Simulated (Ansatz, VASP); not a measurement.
BN: VASP beside Ansatz

INCAR

```
ALGO     = Normal         # electronic algorithm
EDIFF    = 1E-7           # SCF threshold, eV
ENCUT    = 520            # plane-wave cutoff, eV
ISIF     = 2              # what is computed and relaxed
ISMEAR   = 0              # smearing method
LASPH    = T              # aspherical terms in the spheres
LCHARG   = F              # write CHGCAR
LREAL    = F              # projectors in reciprocal space
LWAVE    = F              # write WAVECAR
NBANDS   = 11             # bands
NELM     = 100            # most SCF steps
PREC     = Accurate       # precision mode
SIGMA    = 0.05           # smearing width, eV
```

Contents of KPOINTS:

```
k-points
0
Gamma
  12 12 12
```

The input POSCAR:

```
BN
1.0
    0.0000000000      2.0351272637      1.4388349754
    2.0351272637      0.0000000000      1.4388349754
    2.0351272637      2.0351272637      0.0000000000
B N
1 1
Direct
    0.0000000000      0.0000000000      0.0000000000
    0.7500000000      0.7500000000      0.7500000000
```

Input for Ansatz:

```yaml
crystal:
  lattice:
    - [0.0, 2.0351272637, 1.4388349754]
    - [2.0351272637, 0.0, 1.4388349754]
    - [2.0351272637, 2.0351272637, 0.0]
  atoms:
    - { symbol: B, position: [0.0, 0.0, 0.0] }
    - { symbol: "N", position: [0.75, 0.75, 0.75] }
basis:
  ecutwfc: 420
kpoints:
  mp_grid: { grid: [12, 12, 12] }
hamiltonian:
  xc: lda
scf:
  occupations: { method: gaussian, width: 0.05 }
output:
  forces: true
  stress: true
  eigenvalues: true
```

Alike in both runs: task single point; functional LDA; k mesh 12 × 12 × 12; occupations gaussian, width 0.05 eV; no spin polarisation.

```csv
,VASP,Ansatz
version,VASP 6.6.1,Ansatz 0.2.0
potentials or method,"VASP PAW LDA potentials, release 64 (B, N), cutoff 520 eV","scalar-relativistic, plane waves, PAW"
valence electrons in the cell,8,8
```

|  | VASP | Ansatz | Ansatz less VASP |
| --- | --- | --- | --- |
| gap on the k mesh at the Fermi level (eV) | 0.61 | 0.64 | +0.023 |
| least direct gap on the mesh (eV) | 6.04 | 6.05 | +0.008 |
| pressure (GPa) | -17.2 | -18.0 | -0.74 |
| traceless stress, the component that is largest in VASP (GPa) | 88.72 | 88.87 | +0.148 |

LDA's correlation is that of Perdew and Zunger in VASP and of Perdew and Wang (1992) in Ansatz.
